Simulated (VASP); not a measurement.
Input of a VASP 6.6.1 run:

Contents of INCAR:

```
PREC = Accurate ; ENCUT = 520
EDIFF = 1E-6 ; ISMEAR = 0
SIGMA = 0.1 ; LREAL = False
LASPH = True ; NELM = 150
ALGO = Normal ; ISIF = 2
LWAVE = False ; LCHARG = False
ISPIN = 2 ; MAGMOM = 0 1 0 0 0 0 0 0 0 0
LORBIT = 11 ; LMAXMIX = 4
GGA = PE ; NBANDS = 44
```

Contents of KPOINTS:

```
Automatic mesh
0
Gamma
  4 4 4
```

POSCAR

```
CdCuC4N4
1.0
    6.1030914047      0.0000000000      0.0000000000
    0.0000000000      6.1030914047      0.0000000000
    0.0000000000      0.0000000000      6.1030914047
Cd Cu C N
1 1 4 4
Direct
    0.5000000000      0.5000000000      0.5000000000
    0.0000000000      0.0000000000      0.0000000000
    0.1835190329      0.1835190329      0.1835190329
    0.1835190329      0.8164809671      0.8164809671
    0.8164809671      0.1835190329      0.8164809671
    0.8164809671      0.8164809671      0.1835190329
    0.2938750508      0.2938750508      0.2938750508
    0.2938750508      0.7061249492      0.7061249492
    0.7061249492      0.2938750508      0.7061249492
    0.7061249492      0.7061249492      0.2938750508
```

Potentials or basis: VASP PAW PBE potentials, release 64 (Cd, Cu, C, N).

The run is started by

```console
$ cat potpaw_PBE.64/Cd/POTCAR potpaw_PBE.64/Cu/POTCAR potpaw_PBE.64/C/POTCAR potpaw_PBE.64/N/POTCAR > POTCAR
$ mpirun -np 1 vasp_std > vasp.out
```

**Question.** Estimate the net moment.

**Answer.** 1.00 μB per cell.

**Question.** Estimate the band gap on the k mesh.

**Answer.** Zero (filled and empty bands overlap).

**Question.** Estimate the pressure.

**Answer.** 0.9 GPa.

**Question.** Estimate the site moments.

**Answer.** Cd +0.01; Cu +0.52; C +0.04; N +0.03 μB.

Forces on the atoms (eV/Å):
```
Cd   0.000  0.000  0.000
Cu   0.000  0.000  0.000
C   -0.173 -0.173 -0.173
C   -0.173  0.173  0.173
C    0.173 -0.173  0.173
C    0.173  0.173 -0.173
N    0.187  0.187  0.187
N    0.187 -0.187 -0.187
N   -0.187  0.187 -0.187
N   -0.187 -0.187  0.187
```

Caveat: a cell with one magnetic atom can't hold antiferromagnetic order, which such compounds often take. With open d or f shells a metallic result of PBE can be an artefact of self-interaction; +U or a hybrid may open a gap.
